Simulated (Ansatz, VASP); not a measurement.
Al2O3: VASP beside Ansatz

INCAR

```
PREC = Accurate
ENCUT = 600
EDIFF = 1E-6
ISMEAR = -1
SIGMA = 0.05
LREAL = F
LASPH = T
NELM = 80
ALGO = Normal
ISIF = 3
LWAVE = F
LCHARG = F
GGA = PS
IBRION = 2
NSW = 60
EDIFFG = -0.01
```

File KPOINTS:

```
Automatic mesh
0
Gamma
  10 10 4
```

The input POSCAR:

```
Al2O3
1.0
    3.0174825440      0.0000000000      0.0000000000
   -1.5087412720      2.6132165386      0.0000000000
    0.0000000000      0.0000000000      7.5746360022
Al O
2 3
Direct
    0.0000000000      0.0000000000      0.7220490000
    0.0000000000      0.0000000000      0.2779510000
    0.0000000000      0.0000000000      0.5000000000
    0.6666666667      0.3333333333      0.8005460000
    0.3333333333      0.6666666667      0.1994540000
```

The input input.yaml:

```yaml
crystal:
  lattice:
    - [3.017482544, 0.0, 0.0]
    - [-1.508741272, 2.6132165386, 0.0]
    - [0.0, 0.0, 7.5746360022]
  atoms:
    - { symbol: Al, position: [0.0, 0.0, 0.722049] }
    - { symbol: Al, position: [0.0, 0.0, 0.277951] }
    - { symbol: O, position: [0.0, 0.0, 0.5] }
    - { symbol: O, position: [0.6666666667, 0.3333333333, 0.800546] }
    - { symbol: O, position: [0.3333333333, 0.6666666667, 0.199454] }
hamiltonian:
  xc: pbesol
  pseudopotentials: { kind: paw }
kpoints:
  mp_grid: { grid: [10, 10, 4] }
scf:
  occupations: { method: fermi_dirac, width: 0.05 }
output:
  forces: true
  stress: true
  eigenvalues: true
relax:
  f_tol: 0.01
  max_steps: 40
  cell: { stress_tol: 0.05 }
```

Alike in both runs: task relaxation of cell and atoms; functional PBEsol; k mesh 10 × 10 × 4; occupations fermi-dirac, width 0.05 eV; no spin polarisation.

```csv
,VASP,Ansatz
version,VASP 6.6.1,Ansatz 0.2.0
potentials or method,"VASP PAW PBE potentials, release 64 (Al, O)",Ansatz PAW
plane-wave cutoff (eV),600,420
valence electrons in the cell,24,24
```

```tsv
	VASP	Ansatz	Ansatz less VASP
gap on the k mesh at the Fermi level, each at its own relaxed structure (eV)	2.34	2.40	+0.063
relaxed volume (Å³/atom)	11.90	12.33	+0.435
relaxed cell length with the largest relative difference (Å)	7.689	7.972	+0.2834
```

VASP's potentials were made for PBE, not for PBEsol.

Noted on Ansatz's run: the plane-wave basis is chosen anew once the cell has moved, so the energies of steps on either side of that aren't comparable.
